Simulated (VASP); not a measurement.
# AlRu (Pm-3m) in VASP: further runs

AlRu is run at these levels: LDA; tasks: single point, relaxation of cell and atoms.

Program: VASP 6.6.1. These are calculated values, not measurements. Logs are shortened: lines on timing, memory, paths and dates and some standing lists are left out, and cuts for length are marked.

## 1. The cell of the first run

It takes space group Pm-3m (No. 221, cubic). The conventional cell has a = 2.955 Å, b = 2.955 Å, c = 2.955 Å, α = 90.00°, β = 90.00°, γ = 90.00°. Within 3.4 Å of Ru (site symmetry m-3m) lie 8 Al at 2.56 Å and 6 Ru at 2.95 Å. Within 3.4 Å of Al (site symmetry m-3m) lie 8 Ru at 2.56 Å and 6 Al at 2.95 Å.

## 2. Single point, LDA

INCAR

```
ALGO = Fast ; EDIFF = 1E-6
ENCUT = 520 ; ISIF = 2
ISMEAR = 0 ; LASPH = T
LCHARG = T ; LELF = T
LREAL = F ; LVHAR = T
LWAVE = F ; NBANDS = 16
NELM = 60 ; PREC = Accurate
SIGMA = 0.3
```

KPOINTS

```
k-points
0
Gamma
  16 16 16
```

POSCAR

```
AlRu
1.0
    2.9549208854      0.0000000000      0.0000000000
    0.0000000000      2.9549208854      0.0000000000
    0.0000000000      0.0000000000      2.9549208854
Ru Al
1 1
Direct
    0.0000000000      0.0000000000      0.0000000000
    0.5000000000      0.5000000000      0.5000000000
```

Potentials or basis: VASP PAW LDA potentials, release 64 (Ru_pv, Al).

Launch:

```bash
$ cat potpaw_LDA.64/Ru_pv/POTCAR potpaw_LDA.64/Al/POTCAR > POTCAR
$ mpirun -np 1 vasp_std > vasp.out
```

OUTCAR:

```text
EDIFF = 1E-6
   ENCUT = 520
   ISIF = 2
   ISMEAR = 0
   LASPH = T
   LREAL = F
   NELM = 60
   PREC = Accurate

 ion  position               nearest neighbor table
   1  0.000  0.000  0.000-   2 2.56   2 2.56   2 2.56   2 2.56   2 2.56   2 2.56   2 2.56   2 2.56

   2  0.500  0.500  0.500-   1 2.56   1 2.56   1 2.56   1 2.56   1 2.56   1 2.56   1 2.56   1 2.56

  LATTYP: Found a simple cubic cell.
 ALAT       =     2.9549208854

  Lattice vectors:

 A1 = (   2.9549208854,   0.0000000000,   0.0000000000)
 A2 = (   0.0000000000,   2.9549208854,   0.0000000000)
 A3 = (   0.0000000000,   0.0000000000,   2.9549208854)

Analysis of symmetry for initial positions (statically):
=====================================================================
 Subroutine PRICEL returns:
 Original cell was already a primitive cell.

 Routine SETGRP: Setting up the symmetry group for a
 simple cubic supercell.

 Subroutine GETGRP returns: Found 48 space group operations
 (whereof 48 operations were pure point group operations)
 out of a pool of 48 trial point group operations.

The static configuration has the point symmetry O_h .

Analysis of symmetry for dynamics (positions and initial velocities):
=====================================================================
 Subroutine PRICEL returns:
 Original cell was already a primitive cell.

 Routine SETGRP: Setting up the symmetry group for a
 simple cubic supercell.

 Subroutine GETGRP returns: Found 48 space group operations
 (whereof 48 operations were pure point group operations)
 out of a pool of 48 trial point group operations.

The dynamic configuration has the point symmetry O_h .

 Subroutine INISYM returns: Found 48 space group operations
 (whereof 48 operations are pure point group operations),
 and found     1 'primitive' translations

----------------------------------------------------------------------------------------

                                     Primitive cell

  volume of cell :      25.8011

  direct lattice vectors                    reciprocal lattice vectors
     2.954920885  0.000000000  0.000000000     0.338418536  0.000000000  0.000000000
     0.000000000  2.954920885  0.000000000     0.000000000  0.338418536  0.000000000
     0.000000000  0.000000000  2.954920885     0.000000000  0.000000000  0.338418536

  length of vectors
     2.954920885  2.954920885  2.954920885     0.338418536  0.338418536  0.338418536

[... 75 lines left out ...]
   LNONCOLLINEAR =      F non collinear calculations
   LSORBIT =      F    spin-orbit coupling
   LASPH  =      T    aspherical Exc in radial PAW
   ENCUT  =  520.0 eV  38.22 Ry    6.18 a.u.   5.49  5.49  5.49*2*pi/ulx,y,z
   NELM   =     60;   NELMIN=  2; NELMDL= -5     # of ELM steps
   EDIFF  = 0.1E-05   stopping-criterion for ELM
   LREAL  =      F    real-space projection
   EDIFFG = 0.1E-04   stopping-criterion for IOM
   NSW    =      0    number of steps for IOM
   IBRION =     -1    ionic relax: 0-MD 1-quasi-New 2-CG
   NFREE  =      0    steps in history (QN), initial steepest desc. (CG)
   ISIF   =      2    stress and relaxation
   ISYM   =      2    0-nonsym 1-usesym 2-fastsym
   POTIM  = 0.5000    time-step for ionic-motion
   TEBEG  =    0.0;   TEEND  =   0.0 temperature during run
   PSTRESS=    0.0 pullay stress
   NELECT =      17.0000    total number of electrons
   NUPDOWN=      -1.0000    fix difference up-down
   EMIN   =  10.00;   EMAX   =-10.00  energy-range for DOS
   EFERMI =   0.00;   METHOD = LEGACY
   ISMEAR =     0;   SIGMA  =   0.30  broadening in eV -4-tet -1-fermi 0-gaus
   EFERMI_NEDOS =   21; number of points for ismear=-14 and -15
   IALGO  =     68    algorithm
   IMIX   =      4    mixing-type and parameters
     AMIX     =   0.40;   BMIX     =  1.00
     AMIX_MAG =   1.60;   BMIX_MAG =  1.00
  volume/ion in A,a.u.               =      12.90        87.06
  Fermi-wavevector in a.u.,A,eV,Ry     =   1.424553  2.692015 27.611000  2.029351
  Thomas-Fermi vector in A             =   2.545032
   LORBIT       =      0    0 simple, 1 ext, 2 COOP (PROOUT), +10 PAW based schemes
   GGA     = CA    functional components
   LHFCALC =     F    Hartree Fock is set to
   AEXX    =    0.0000 exact exchange contribution
   IVDW    =     0    specifies the selected vdW correction
   LEPSILON=     F    determine dielectric tensor
   LRPA    =     F    only Hartree local field effects (RPA)
 non-spin polarized calculation
 RMM-DIIS sequential band-by-band and
 Gauss-broadening in eV      SIGMA  =   0.30
  energy-cutoff  :      520.00
  volume of cell :       25.80
 maximum number of plane-waves:       739
 NGX is ok and might be reduce to    24
   NGX = 11   NGY = 11   NGZ = 11

 number of electron      16.9999998 magnetization

 Free energy of the ion-electron system (eV)
  ---------------------------------------------------
  ext. energy  EPLUGINS =         0.00000000
  ---------------------------------------------------
  free energy    TOTEN  =       -16.21586800 eV

  energy without entropy =      -16.14822236  energy(sigma->0) =      -16.18204518

 E-fermi :  11.0757     XC(G=0): -12.9837

 val. band max:       11.0728417484   @ k =   0.4375   0.4375   0.1250
 cond. band min:      11.0802876165   @ k =   0.0625   0.0625   0.0625
 fundamental gap:      0.0074458680
 Fermi energy:        11.0756751859

 k-point     1 :       0.0000    0.0000    0.0000
  band No.  band energies     occupation
      1     -30.5309      2.00000
      2     -30.5309      2.00000
      3     -30.5309      2.00000
      4       1.1699      2.00000
      5       7.2480      2.00000
      6       7.2480      2.00000
[... 433 lines left out ...]
      3     -30.5068      2.00000
      4       5.3561      2.00000
      5       5.4277      2.00000
      6       8.2606      2.00000
[... 8 lines left out ...]
     15      22.9982      0.00000
     16      23.7814      0.00000

 [... further k-points ...]
[... 5 lines left out ...]
  --------------------------------------------------------------------------------------
  -------------------------------------------------------------------------------------
  Total        0.1024092      0.1024092      0.1024092     -0.0000000      0.0000000      0.0000000
  in kB        6.3593422      6.3593422      6.3593422     -0.0000000      0.0000000      0.0000000
  external PRESSURE =       6.3593422 kB  Pullay stress =       0.0000000 kB

 VOLUME and BASIS-vectors are now :
 -----------------------------------------------------------------------------
  energy-cutoff  :      520.00
  volume of cell :       25.80
      direct lattice vectors                 reciprocal lattice vectors
     2.954920885  0.000000000  0.000000000     0.338418536  0.000000000  0.000000000
     0.000000000  2.954920885  0.000000000     0.000000000  0.338418536  0.000000000
     0.000000000  0.000000000  2.954920885     0.000000000  0.000000000  0.338418536

 POSITION                                       TOTAL-FORCE (eV/Angst)
 -----------------------------------------------------------------------------------
      0.00000      0.00000      0.00000         0.000000      0.000000      0.000000
      1.47746      1.47746      1.47746         0.000000      0.000000      0.000000
 -----------------------------------------------------------------------------------
    total drift:                                0.000000      0.000000      0.000000

  FREE ENERGIE OF THE ION-ELECTRON SYSTEM (eV)
  ---------------------------------------------------
  free  energy   TOTEN  =       -16.2158680018 eV

  energy  without entropy=      -16.1482223601  energy(sigma->0) =      -16.18204518
```

Run time: 23 s. Hardware: 1 thread of AMD EPYC 9R45 (Zen 5), shared host; peak memory 0.15 GiB.

Results:

| Item | Value |
| --- | --- |
| Free energy | -16.2159 eV |
| Pressure | 0.6 GPa |

## 3. Relaxation of cell and atoms, LDA

This run uses another cell than the first one, of 13.37 Å³/atom, 1.036 times its volume.

INCAR

```
ALGO = Normal ; EDIFF = 1E-6
EDIFFG = -0.005 ; ENCUT = 600
IBRION = 2 ; ISIF = 3
ISMEAR = 0 ; LASPH = True
LCHARG = False ; LREAL = False
LWAVE = False ; NELM = 100
NSW = 80 ; PREC = Accurate
SIGMA = 0.3
```

KPOINTS is that of step 2.

POSCAR

```
AlRu
1.0
    2.9900000000      0.0000000000      0.0000000000
    0.0000000000      2.9900000000      0.0000000000
    0.0000000000      0.0000000000      2.9900000000
Ru Al
1 1
Direct
    0.0000000000      0.0000000000      0.0000000000
    0.5000000000      0.5000000000      0.5000000000
```

Potentials or basis: VASP PAW LDA potentials, release 64 (Ru_pv, Al).

Launch:

```bash
$ cat potpaw_LDA.64/Ru_pv/POTCAR potpaw_LDA.64/Al/POTCAR > POTCAR
$ mpirun -np 1 vasp_std > vasp.out
```

Run time: 40 s. Hardware: 1 thread of AMD EPYC 9R45 (Zen 5), shared host; peak memory 0.16 GiB.

Results (log left out):

```yaml
Free_energy: -16.2165 eV
Relaxed_volume: 12.93 Å³/atom
Relaxed_cell: a = 2.957 Å, b = 2.957 Å, c = 2.957 Å, α = 90.00°, β = 90.00°, γ = 90.00°
Space_group_after_relaxing_to_0.05_Å: Pm-3m (No. 221)
Energy_gained_by_relaxing: 9.9 meV/atom
Ionic_steps: 4
Pressure_after_relaxing: 0.0 GPa
```

Step by step:
```csv
step,energy change (eV),largest force (eV/Å),pressure (GPa),volume (Å³)
1,0.0000,0.0000,-7.09,26.73
2,0.0368,0.0000,14.05,24.51
3,-0.0197,0.0000,-0.12,25.88
4,-0.0197,0.0000,0.01,25.86
```

Final structure:
```xyz
2
Lattice="2.9572 0.0000 0.0000 0.0000 2.9572 0.0000 0.0000 0.0000 2.9572" Properties=species:S:1:pos:R:3 pbc="T T T"
Ru    0.0000    0.0000    0.0000
Al    1.4786    1.4786    1.4786
```

Levels at points of the mesh, in eV from the Fermi level:
| k point | band 7 | band 8 | band 9 | band 10 | band 11 | band 12 |
| --- | --- | --- | --- | --- | --- | --- |
| (0.00, 0.00, 0.00) | 0.17 | 0.17 | 0.17 | 6.16 | 6.16 | 6.16 |
| (0.50, 0.00, 0.00) | -1.71 | -1.71 | 0.44 | 2.37 | 7.45 | 11.14 |
| (0.50, 0.50, 0.00) | -1.39 | -1.26 | -1.26 | 1.57 | 5.47 | 6.56 |
| (0.50, 0.50, 0.50) | 1.67 | 1.67 | 2.66 | 4.19 | 4.19 | 4.19 |
